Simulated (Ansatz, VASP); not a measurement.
# P: VASP beside Ansatz

File INCAR:

```
SYSTEM = P
ALGO     = Normal         ! electronic algorithm
DIPOL    = 0.5 0.5 0.341
EDIFF    = 1E-6           ! SCF threshold, eV
ENCUT    = 520            ! plane-wave cutoff, eV
GGA      = PE             ! functional
IDIPOL   = 3            
ISIF     = 2              ! what is computed and relaxed
ISMEAR   = 0              ! smearing method
LASPH    = .True.         ! aspherical terms in the spheres
LCHARG   = .False.        ! write CHGCAR
LDIPOL   = .True.       
LREAL    = .False.        ! projectors in reciprocal space
LWAVE    = .False.        ! write WAVECAR
NBANDS   = 18             ! bands
NELM     = 60             ! most SCF steps
PREC     = Accurate       ! precision mode
SIGMA    = 0.01           ! smearing width, eV
```

Contents of KPOINTS:

```
k-points
0
Gamma
  6 8 1
  0 0 0
```

Contents of POSCAR:

```
P
1.0
    4.6274950459      0.0000000000      0.0000000000
    0.0000000000      3.2918636266      0.0000000000
    0.0000000000      0.0000000000     27.8195791164
P
4
Direct
    0.0912379160      0.0000000000      0.3789328440
    0.4087620840      0.5000000000      0.3789328440
    0.5912379160      0.5000000000      0.3040393865
    0.9087620840      0.0000000000      0.3040393865
```

Input for Ansatz:

```yaml
crystal:
  lattice:
    - [4.6274950459, 0.0, 0.0]
    - [0.0, 3.2918636266, 0.0]
    - [0.0, 0.0, 27.8195791164]
  atoms:
    - { symbol: P, position: [0.091237916, 0.0, 0.378932844] }
    - { symbol: P, position: [0.408762084, 0.5, 0.378932844] }
    - { symbol: P, position: [0.591237916, 0.5, 0.3040393865] }
    - { symbol: P, position: [0.908762084, 0.0, 0.3040393865] }
  periodic: [true, true, false]
kpoints:
  mp_grid: { grid: [6, 8, 1] }
  band_path:
    path:
      - [0.0, 0.0, 0.0]
      - [0.5, 0.0, 0.0]
      - [0.5, 0.5, 0.0]
      - [0.0, 0.5, 0.0]
      - [0.0, -0.049479, 0.0]
    npoints: 1
hamiltonian:
  xc: pbe
scf:
  occupations: { method: fixed }
  n_extra_bands: 5
output:
  forces: true
  stress: true
  eigenvalues: true
```

Alike in both runs: task single point; functional PBE; k mesh 6 × 8 × 1; no spin polarisation.

|  | VASP | Ansatz |
| --- | --- | --- |
| version | VASP 6.6.1 | Ansatz 0.2.0 |
| potentials or method | VASP PAW PBE potentials, release 64 (P) | plane waves, PAW |
| plane-wave cutoff (eV) | 520 | 420 |
| occupations | gaussian, width 0.01 eV | fixed |
| valence electrons in the cell | 20 | 20 |

```csv
,VASP,Ansatz,Ansatz less VASP
gap on the k mesh at the Fermi level (eV),0.93,0.91,-0.016
rms of the force components (eV/Å),0.121,0.149,+0.0278
```

Atom by atom the forces differ by 0.029 eV/Å (rms over components).
